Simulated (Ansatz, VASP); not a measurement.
One calculation of MnSn3, two programs

```
Sn Mn
1.0
     0.00000    3.58628    3.58628
     3.58628    0.00000    3.58628
     3.58628    3.58628    0.00000
Sn Mn
3 1
Direct
  0.25000 0.25000 0.25000
  0.75000 0.75000 0.75000
  0.50000 0.50000 0.50000
  0.00000 0.00000 0.00000
```

Alike in both runs: functional PBEsol; k mesh 6 × 6 × 6; occupations gaussian, width 0.1 eV; collinear spin.

Ansatz relaxed the structure, and its values are those at the end. VASP's run is a single point on that final structure, the one shown.

|  | VASP | Ansatz |
| --- | --- | --- |
| version | VASP 6.6.1 | Ansatz 0.2.0 |
| potentials or method | VASP PAW PBE potentials, release 64 (Sn_d, Mn_pv), cutoff 520 eV | scalar-relativistic, plane waves, PAW |
| valence electrons in the cell | 55 | 57 |

Ansatz gave:

| Item | Value |
| --- | --- |
| gap on the k mesh at the Fermi level (eV) | none |
| pressure (GPa) | 0.3 |
| net moment per atom (μB) | 0.93 |
| size of the moment on the site where the two differ most (μB) | 3.91 |

Question: What did VASP give for the same quantities?

Answer: gap on the k mesh at the Fermi level (eV): none; pressure (GPa): 0.3; net moment per atom (μB): 0.93; size of the moment on the site where the two differ most (μB): 3.77.

VASP's potentials were made for PBE, not for PBEsol. Site moments also hang on the region over which each program counts them. A gap of «none» marks a metal or a gap that the smearing closes. VASP's potentials hold 55 valence electrons a cell and Ansatz's 57, so a difference there can come from the potentials and not from the codes.
